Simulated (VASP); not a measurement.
# CuAu in VASP: further runs, part 2 of 2

VASP 6.6.1.

## 5. Single point, PBE

The input, INCAR:

```
SYSTEM = CuAu
ALGO = Normal
EDIFF = 1E-6
ENCUT = 520
GGA = PE
ISIF = 2
ISMEAR = 0
LASPH = .True.
LCHARG = .False.
LREAL = .False.
LWAVE = .False.
NBANDS = 18
NELM = 60
PREC = Accurate
SIGMA = 0.1
```

The input, KPOINTS:

```
k-points
0
Gamma
  2 2 2
  0 0 0
```

The input, POSCAR:

```
CuAu
1.0
    2.8000000000      0.0000000000      0.0000000000
    0.0000000000      2.8000000000      0.0000000000
    0.0000000000      0.0000000000      3.6700000000
Cu Au
1 1
Direct
    0.5000000000      0.5000000000      0.5000000000
    0.0178571429      0.0000000000      0.0000000000
```

Potentials or basis: VASP PAW PBE potentials, release 64 (Cu, Au).

Run with:

```bash
$ cat potpaw_PBE.64/Cu/POTCAR potpaw_PBE.64/Au/POTCAR > POTCAR
$ mpirun -np 1 vasp_std > vasp.out
```

OUTCAR:

```text
SYSTEM = CuAu
   EDIFF = 1E-6
   ENCUT = 520
   GGA = PE
   ISIF = 2
   ISMEAR = 0
   LASPH = .True.
   LREAL = .False.
   NELM = 60
   PREC = Accurate

 ion  position               nearest neighbor table
   1  0.500  0.500  0.500-   2 2.67   2 2.67   2 2.67   2 2.67   2 2.73   2 2.73   2 2.73   2 2.73

   2  0.018  0.000  0.000-   1 2.67   1 2.67   1 2.67   1 2.67   1 2.73   1 2.73   1 2.73   1 2.73

  LATTYP: Found a simple tetragonal cell.
 ALAT       =     2.8000000000
 C/A-ratio  =     1.3107142857

  Lattice vectors:

[... 338 lines left out ...]

  FORCE on cell =-STRESS in cart. coord.  units (eV):
  Direction    XX          YY          ZZ          XY          YZ          ZX
  --------------------------------------------------------------------------------------
  -------------------------------------------------------------------------------------
  Total        2.9873444      2.9402410      2.1511593      0.0000000      0.0000000      0.0000000
  in kB      166.3465331    163.7236396    119.7846098      0.0000000      0.0000000      0.0000000
  external PRESSURE =     149.9515942 kB  Pullay stress =       0.0000000 kB

 VOLUME and BASIS-vectors are now :
 -----------------------------------------------------------------------------
  energy-cutoff  :      520.00
  volume of cell :       28.77
      direct lattice vectors                 reciprocal lattice vectors
     2.800000000  0.000000000  0.000000000     0.357142857  0.000000000  0.000000000
     0.000000000  2.800000000  0.000000000     0.000000000  0.357142857  0.000000000
     0.000000000  0.000000000  3.670000000     0.000000000  0.000000000  0.272479564

 POSITION                                       TOTAL-FORCE (eV/Angst)
 -----------------------------------------------------------------------------------
      1.40000      1.40000      1.83500         0.121253      0.000000      0.000000
      0.05000      0.00000      0.00000        -0.121253      0.000000      0.000000
 -----------------------------------------------------------------------------------
    total drift:                               -0.000015      0.000000     -0.000000

  FREE ENERGIE OF THE ION-ELECTRON SYSTEM (eV)
  ---------------------------------------------------
  free  energy   TOTEN  =        -4.9888689732 eV

  energy  without entropy=       -4.9708517232  energy(sigma->0) =       -4.97986035
```

stdout:

```text
POSCAR found type information on POSCAR CuAu
 POSCAR found :  2 types and       2 ions
 scaLAPACK will be used
 LDA part: xc-table for (Slater+PW92), standard interpolation
 POSCAR, INCAR and KPOINTS ok, starting setup
 FFT: planning ... GRIDC
 FFT: planning ... GRID_SOFT
 FFT: planning ... GRID
 WAVECAR not read
 entering main loop
```

Wall time 5.3 s (1 thread of Intel Xeon Platinum 8488C (Sapphire Rapids), shared host); peak memory 0.14 GiB.

What came out:

| Item | Value |
| --- | --- |
| Free energy | -4.9889 eV |
| Pressure | 15.0 GPa |
| Largest force | 0.121 eV/Å |
| Band gap on the k mesh | zero (band 11 reaches 14.28 eV, above the bottom of band 12 at 6.94 eV) |

Forces in eV/Å, atoms in the order of the input:
```
Cu   0.121  0.000  0.000
Au  -0.121  0.000  0.000
```

Levels at points of the mesh, in eV from the Fermi level:
| k point | band 9 | band 10 | band 11 | band 12 | band 13 | band 14 |
| --- | --- | --- | --- | --- | --- | --- |
| (0.00, 0.00, 0.00) | -0.86 | -0.62 | -0.62 | 2.97 | 9.02 | 10.96 |
| (0.50, 0.00, 0.00) | -1.53 | -1.32 | -0.01 | 0.56 | 10.26 | 10.42 |
| (0.00, 0.50, 0.00) | -1.53 | -1.32 | -0.01 | 0.55 | 10.27 | 10.44 |
| (0.50, 0.50, 0.00) | -0.52 | -0.52 | 1.49 | 1.49 | 6.01 | 7.80 |
| (0.00, 0.00, 0.50) | -1.49 | -1.46 | -1.45 | -1.10 | 15.20 | 15.42 |
| (0.50, 0.00, 0.50) | -0.76 | -0.70 | -0.32 | -0.11 | 3.48 | 5.35 |
| (0.00, 0.50, 0.50) | -0.77 | -0.71 | -0.33 | -0.11 | 3.49 | 5.36 |
| (0.50, 0.50, 0.50) | -1.08 | -0.78 | 6.24 | 6.25 | 6.32 | 7.04 |

Caveat: the k points lie up to 1.12 Å⁻¹ apart; spin-orbit coupling is left out, which moves the levels of the heavy elements.

## 6. Single point, PBE

The input, INCAR:

```
PREC = Accurate ; ENCUT = 520
EDIFF = 1E-6 ; ISMEAR = 0
SIGMA = 0.1 ; LREAL = F
LASPH = T ; NELM = 60
ALGO = Normal ; ISIF = 2
LWAVE = F ; LCHARG = T
GGA = PE ; LELF = T
LVHAR = T ; NBANDS = 18
```

The input, KPOINTS:

```
Automatic mesh
0
Gamma
  4 4 3
```

Edit POSCAR of step 5 so:

```diff
@@ -9,2 +9,2 @@
     0.5000000000      0.5000000000      0.5000000000
-    0.0178571429      0.0000000000      0.0000000000
+    0.0000000000      0.0000000000      0.0000000000
```

Potentials or basis: VASP PAW PBE potentials, release 64 (Cu, Au).

Run with:

```bash
$ cat potpaw_PBE.64/Cu/POTCAR potpaw_PBE.64/Au/POTCAR > POTCAR
$ mpirun -np 1 vasp_std > vasp.out
```

Wall time 8 s (1 thread of Intel Xeon Platinum 8488C (Sapphire Rapids), shared host); peak memory 0.14 GiB.

Results (log left out):

```yaml
Free_energy: -6.8360 eV
Pressure: 7.5 GPa
Band_gap_on_the_k_mesh: zero (band 11 reaches 12.71 eV, above the bottom of band 12 at 7.00 eV)
```

Stress tensor (GPa, compression positive):
```
9.71 0.00 0.00
0.00 9.71 0.00
0.00 0.00 3.23
```

Levels at points of the mesh, in eV from the Fermi level:
| k point | band 7 | band 8 | band 9 | band 10 | band 11 | band 12 | band 13 | band 14 | band 15 | band 16 |
| --- | --- | --- | --- | --- | --- | --- | --- | --- | --- | --- |
| (0.00, 0.00, 0.00) | -2.90 | -2.24 | -1.75 | -1.55 | -1.55 | 2.04 | 8.09 | 10.03 | 10.03 | 16.80 |
| (0.50, 0.00, 0.00) | -3.14 | -3.07 | -2.47 | -2.29 | -0.92 | -0.19 | 9.42 | 9.50 | 11.40 | 11.41 |
| (0.50, 0.50, 0.00) | -1.72 | -1.69 | -1.46 | -1.46 | 0.60 | 0.60 | 5.16 | 6.91 | 10.07 | 11.62 |

Caveat: the k points lie up to 0.57 Å⁻¹ apart; spin-orbit coupling is left out, which moves the levels of the heavy elements.

## 7. Summary

| spin | cell | k mesh | gap on the mesh (eV) | pressure (GPa) |
| --- | --- | --- | --- | --- |
| collinear, zero start | a = 2.800, b = 2.800, c = 3.670 Å, 2 atoms | 6 × 6 × 4 | none | 7.1 |
| off | a = 2.841, b = 2.841, c = 4.195 Å, 2 atoms | 2 × 2 × 1, shifted | none | 0.0 |
| off | a = 2.800, b = 2.800, c = 3.670 Å, 2 atoms | 2 × 1 × 4 | none | 1.8 |
| off | a = 2.800, b = 2.800, c = 3.670 Å, 2 atoms | 2 × 2 × 2 | none | 15.0 |
| off | a = 2.800, b = 2.800, c = 3.670 Å, 2 atoms | 4 × 4 × 3 | none | 7.5 |

Some of these runs hold the atoms at other places in the same cell, which the table doesn't show; runs alike in all that it shows share one row.

Alike in all rows: task single point; level PBE; potentials or basis VASP PAW PBE potentials, release 64 (Cu, Au); cutoff (eV) 520; smearing gaussian 0.1 eV.

Caveats: all runs use coarse meshes; spin-orbit coupling is left out, which moves the levels of the heavy elements.

Total energies depend on the potentials used, so only differences within one code and one set of settings carry meaning.
